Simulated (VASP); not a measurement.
PbS, 2 atoms in the cell. Symmetry: Pm-3m, No. 221, cubic system. The conventional cell has a = 3.654 Å, b = 3.654 Å, c = 3.654 Å, α = 90.00°, β = 90.00°, γ = 90.00°. Within 4.2 Å of Pb (site symmetry m-3m) lie 8 S at 3.16 Å and 6 Pb at 3.65 Å. Within 4.2 Å of S (site symmetry m-3m) lie 8 Pb at 3.16 Å and 6 S at 3.65 Å. 

- Program: VASP 6.6.1
- Task: relaxation of cell and atoms
- Functional: revPBE
- Dispersion: D4
- Potentials or basis: VASP PAW PBE potentials, release 64 (Pb_d, S)
- Cutoff: 600 eV
- k mesh: 7 × 7 × 7
- Occupations: fermi-dirac, width 0.05 eV
- Spin: no spin polarisation
- Dipole correction: no
- Further INCAR settings: ALGO = Normal; EDIFF = 1e-06; IBRION = 2; EDIFFG = -0.01; NSW = 60; ISIF = 3

Potentials or basis: VASP PAW PBE potentials, release 64 (Pb_d, S).

Run with:

```bash
$ cat potpaw_PBE.64/Pb_d/POTCAR potpaw_PBE.64/S/POTCAR > POTCAR
$ mpirun -np 1 vasp_std > vasp.out
```

Hardware: 1 thread of Intel(R) Xeon(R) 6975P-C (Granite Rapids), with other jobs on the host.

Q: How long does it take, and how much memory?

A: It took 17 s on 1 thread of Intel(R) Xeon(R) 6975P-C (Granite Rapids), on a shared host, peak memory 0.18 GiB. Counts: scf iterations 30, k points 20, ion steps 3.
